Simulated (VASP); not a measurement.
Na2C3:

```
CELL_PARAMETERS angstrom
2.06517 1.19232 6.27874
-2.06517 1.19232 6.27874
0.00000 -2.38465 6.27874
ATOMIC_POSITIONS crystal
Na 0.90764 0.90764 0.90764
Na 0.09236 0.09236 0.09236
C 0.00000 0.00000 0.50000
C 0.50000 0.00000 0.00000
C 0.00000 0.50000 0.00000
```

| Quantity | Value |
| --- | --- |
| Program | VASP 6.6.1 |
| Task | relaxation of cell and atoms |
| Functional | PBE |
| Potentials or basis | VASP PAW PBE potentials, release 64 (Na_pv, C) |
| Cutoff | 600 eV |
| k mesh | 6 × 6 × 6 |
| Occupations | gaussian, width 0.1 eV |
| Spin | no spin polarisation |

At the start: pressure 23.8 GPa; volume 18.55 Å³/atom.

Problem. Where does the relaxation end?

Solution. Over 17 steps the energy falls by 2185.2 meV/atom and the volume is 15.51 Å³/atom (-16.4 %); space group R-3m (No. 166, to 0.05 Å).

The path:
| step | energy change (eV) | largest force (eV/Å) | pressure (GPa) | volume (Å³) |
| --- | --- | --- | --- | --- |
| 1 | 0.0000 | 12.1218 | 23.77 | 92.76 |
| 2 | -5.9919 | 0.8557 | -11.45 | 131.86 |
| 3 | -6.5874 | 0.0530 | -9.81 | 116.97 |
| 4 | -9.0964 | 0.0520 | -11.54 | 99.36 |
| 5 | -1.0511 | 0.6555 | 112.05 | 50.20 |
| 6 | -10.2130 | 0.2254 | -9.82 | 90.07 |
| 7 | -10.7622 | 0.1645 | 5.68 | 74.51 |
| 8 | -10.8926 | 0.2040 | -2.53 | 80.09 |
| 9 | -10.9083 | 0.1960 | -0.67 | 78.71 |
| 10 | -10.9155 | 0.1645 | -0.28 | 78.06 |
| 11 | -10.9221 | 0.0534 | 0.87 | 76.34 |
| 12 | -10.9241 | 0.0085 | 0.22 | 76.66 |
| 13 | -10.9242 | 0.0184 | 0.33 | 76.60 |
| 14 | -10.9250 | 0.0283 | 0.14 | 76.93 |
| 15 | -10.9255 | 0.0444 | -0.17 | 77.46 |
| 16 | -10.9260 | 0.0410 | 0.00 | 77.51 |
| 17 | -10.9261 | 0.0389 | 0.12 | 77.54 |

Final structure:
```
CELL_PARAMETERS angstrom
1.64057 0.94718 8.31608
-1.64057 0.94718 8.31608
0.00000 -1.89437 8.31608
ATOMIC_POSITIONS crystal
Na 0.93398 0.93398 0.93398
Na 0.06602 0.06602 0.06602
C 0.00000 0.00000 0.50000
C 0.50000 0.00000 0.00000
C 0.00000 0.50000 0.00000
```

Caveat: the volume moved by over 15 % at a fixed basis, so the end points are rough.
